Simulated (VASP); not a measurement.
Crystal: SmTa3Cl2.

```
CELL_PARAMETERS angstrom
4.78891 -0.02028 -0.01577
-2.41201 4.20593 0.02799
-0.02110 0.03106 6.50742
ATOMIC_POSITIONS crystal
Sm 0.02452 0.01976 0.98996
Ta 0.30850 0.66289 0.53188
Ta 0.67411 0.34718 0.44137
Ta 0.98491 0.00174 0.52085
Cl 0.33581 0.66075 0.94966
Cl 0.67216 0.30768 0.06627
```

```yaml
Program: VASP 6.6.1
Task: relaxation of cell and atoms
Functional: PBE
Potentials_or_basis: VASP PAW PBE potentials, release 64 (Sm_3, Ta_pv, Cl), 4f in core
Cutoff: 500 eV
k_mesh: 6 × 6 × 4
Occupations: gaussian, width 0.2 eV
Spin: no spin polarisation
```

At the start: pressure 3.6 GPa; volume 21.79 Å³/atom.

Q: How do energy, volume and symmetry change on relaxing?

A: Over 24 steps the energy falls by 94.1 meV/atom and the volume is 22.33 Å³/atom (+2.5 %); space group P1 (No. 1, to 0.1 Å) before, P-3m1 (No. 164, to 0.1 Å).

Step by step:
```tsv
step	energy change (eV)	largest force (eV/Å)	pressure (GPa)	volume (Å³)
1	0.0000	1.9552	3.59	130.75
2	-0.2804	0.7694	-5.00	140.11
3	-0.3073	1.0518	-3.34	137.81
4	-0.5126	0.4117	-0.12	132.97
5	-0.5135	0.4087	0.14	132.66
6	-0.5420	0.2793	0.68	132.48
7	-0.5435	0.2010	0.56	132.52
8	-0.5502	0.1703	-0.36	133.86
9	-0.5505	0.1687	-0.56	134.17
10	-0.5559	0.0939	-0.26	133.96
11	-0.5578	0.0951	0.05	133.75
12	-0.5593	0.0825	0.07	133.82
13	-0.5611	0.0725	0.15	133.99
14	-0.5620	0.0636	0.02	134.19
15	-0.5627	0.0580	-0.18	134.51
16	-0.5627	0.0581	-0.21	134.55
17	-0.5632	0.0502	-0.07	134.37
18	-0.5634	0.0610	0.08	134.18
19	-0.5638	0.0416	0.05	134.20
20	-0.5643	0.0291	0.01	134.22
21	-0.5643	0.0325	0.00	134.23
22	-0.5645	0.0294	-0.06	134.24
23	-0.5646	0.0300	-0.10	134.24
24	-0.5647	0.0197	0.07	133.96
```

Final structure:
```
Sm Ta Cl
1.0
     4.86229   -0.00024    0.00085
    -2.43104    4.21181    0.00192
     0.00059    0.00413    6.54161
Sm Ta Cl
1 3 2
Direct
  0.99985 0.99994 0.99775
  0.33329 0.66654 0.55860
  0.66663 0.33316 0.44293
  0.00031 0.00025 0.49935
  0.33351 0.66688 0.93304
  0.66640 0.33323 0.06834
```

Caveat: the run has no spin polarisation, though such a crystal can be magnetic.
